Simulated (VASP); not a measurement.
Here is a VASP 6.6.1 calculation.

File INCAR:

```
ALGO = Normal
EDIFF = 1E-6
ENCUT = 600
GGA = PE
GGA_COMPAT = False
ISIF = 2
ISMEAR = 0
LASPH = True
LCHARG = True
LELF = True
LREAL = False
LVHAR = True
LWAVE = False
NBANDS = 11
NELM = 120
PREC = Accurate
SIGMA = 0.01
```

The input KPOINTS:

```
k-points
0
Gamma
  8 8 8
```

POSCAR

```
SiC
1.0
    0.0000000000      2.1898675894      2.1898675894
    2.1898675894      0.0000000000      2.1898675894
    2.1898675894      2.1898675894      0.0000000000
Si C
1 1
Direct
    0.0000000000      0.0000000000      0.0000000000
    0.2500000000      0.2500000000      0.2500000000
```

Potentials or basis: VASP PAW PBE potentials, release 64 (Si, C).

Launch:

```console
$ cat potpaw_PBE.64/Si/POTCAR potpaw_PBE.64/C/POTCAR > POTCAR
$ mpirun -np 1 vasp_std > vasp.out
```

(1) Estimate the pressure.

(2) Estimate the band gap on the k mesh.

Answers

(1) -0.2 GPa.

(2) 1.37 eV, indirect (least direct gap 4.53 eV).

**Measured values to compare with.**

From “Insight into the structural, elastic and electronic properties of a new orthorhombic 6O-SiC polytype”, 2020, pmc:7200658, for a bulk crystal of SiC: band gap 2.4 eV (indirect).

A measured gap of SiC is 2.4 eV (indirect; quoted in “Insight into the structural, elastic and electronic properties of a new orthorhombic 6O-SiC polytype”, 2020, pmc:7200658); the calculated 1.37 eV misses it by -1.03 eV. The value is that of PBE on a finite k mesh, which can miss the band edges, without temperature or zero-point motion. Semilocal functionals fall short of measured gaps as a rule.
